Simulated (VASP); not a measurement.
A run of VASP 6.6.1 is set up as follows.

The input INCAR:

```
SYSTEM = Si
PREC     = Accurate       ! precision mode
ENCUT    = 520            ! plane-wave cutoff, eV
EDIFF    = 1E-6           ! SCF threshold, eV
ISMEAR   = 0              ! smearing method
SIGMA    = 0.15           ! smearing width, eV
LREAL    = .FALSE.        ! projectors in reciprocal space
LASPH    = .TRUE.         ! aspherical terms in the spheres
NELM     = 60             ! most SCF steps
ALGO     = Normal         ! electronic algorithm
ISIF     = 2              ! what is computed and relaxed
LWAVE    = .FALSE.        ! write WAVECAR
LCHARG   = .FALSE.        ! write CHGCAR
NBANDS   = 8              ! bands
```

File KPOINTS:

```
regular mesh
0
G
  24 24 20
  0 0 0
```

Contents of POSCAR:

```
Si
1.0
    2.6598509571      0.0000000000      0.0000000000
   -1.3299254786      2.3034984991      0.0000000000
    0.0000000000      0.0000000000      2.4293590741
Si
1
Direct
    0.0000000000      0.0000000000      0.0000000000
```

Potentials or basis: VASP PAW LDA potentials, release 64 (Si).

Run with:

```sh
$ cat potpaw_LDA.64/Si/POTCAR > POTCAR
$ mpirun -np 1 vasp_std > vasp.out
```

Problem. Estimate the pressure.

Solution. -2.0 GPa.

Problem. Predict the band gap on the k mesh.

Solution. Zero (band 2 reaches 17.25 eV, above the bottom of band 3 at 4.92 eV).

Stress tensor (GPa, compression positive):
```
-3.91  0.00  0.00
 0.00 -3.91  0.00
 0.00  0.00  1.95
```

Caveat: the cell differs from its parent crystal (strain +0.015 along x and y, -0.015 along z).
